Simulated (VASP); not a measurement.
# TaN: single point with PBEsol

The system is TaN.

```
CELL_PARAMETERS angstrom
5.17892 0.00000 0.00000
-2.58946 4.48508 0.00000
0.00000 0.00000 2.89600
ATOMIC_POSITIONS crystal
Ta 0.33333 0.66667 0.48766
Ta 0.66667 0.33333 0.48766
Ta 0.00000 0.00000 0.02590
N 0.39337 0.00000 0.99475
N 0.60663 0.60663 0.99475
N 0.00000 0.39337 0.99475
```

This cell differs from its parent crystal: atoms displaced along a vibrational mode.

```json
{"Program": "VASP 6.6.1", "Task": "single point", "Functional": "PBEsol", "Potentials or basis": "VASP PAW PBE potentials, release 64 (Ta_pv, N)", "Cutoff": "520 eV", "k mesh": "12 × 12 × 16", "Occupations": "gaussian, width 0.15 eV", "Spin": "no spin polarisation"}
```

| Item | Value |
| --- | --- |
| Pressure | 1.0 GPa |
| Largest force | 1.076 eV/Å |
| Band gap on the k mesh | zero (bands 24 and 25 overlap by 3.12 eV) |

Forces on the atoms (eV/Å):
```
Ta   0.000  0.000  0.523
Ta   0.000  0.000  0.523
Ta   0.000  0.000 -1.076
N   -0.005  0.000  0.010
N    0.002  0.004  0.010
N    0.002 -0.004  0.010
```

Stress tensor (GPa, compression positive):
```
1.14 0.00 0.00
0.00 1.14 0.00
0.00 0.00 0.79
```

Levels at points of the mesh, in eV from the Fermi level:
```
           k point  band 20  band 21  band 22  band 23  band 24  band 25  band 26  band 27  band 28  band 29
(0.00, 0.00, 0.00)    -5.12    -4.34    -3.39    -1.96    -1.01    -1.01     0.55     0.55     1.79     1.90
(0.50, 0.00, 0.00)    -4.64    -3.99    -3.92    -2.93    -2.72     1.15     1.75     1.85     2.34     2.40
(0.00, 0.00, 0.50)    -4.58    -4.38    -2.96    -2.96     1.86     1.86     2.01     2.07     2.07     3.34
(0.50, 0.00, 0.50)    -4.82    -4.11    -3.33    -2.03    -1.01     0.42     1.31     3.03     3.37     3.49
```

It took 7.1 min on 1 thread of Intel(R) Xeon(R) Platinum 8259CL CPU @ 2.50GHz (Skylake/Cascade Lake), with other jobs on the host, peak memory 0.52 GiB.

Caveat: the cell differs from its parent crystal (atoms displaced along a vibrational mode); the PAW data sets were made with another functional, which shifts forces and pressure a little; spin-orbit coupling is left out, which moves the levels of the heavy elements.
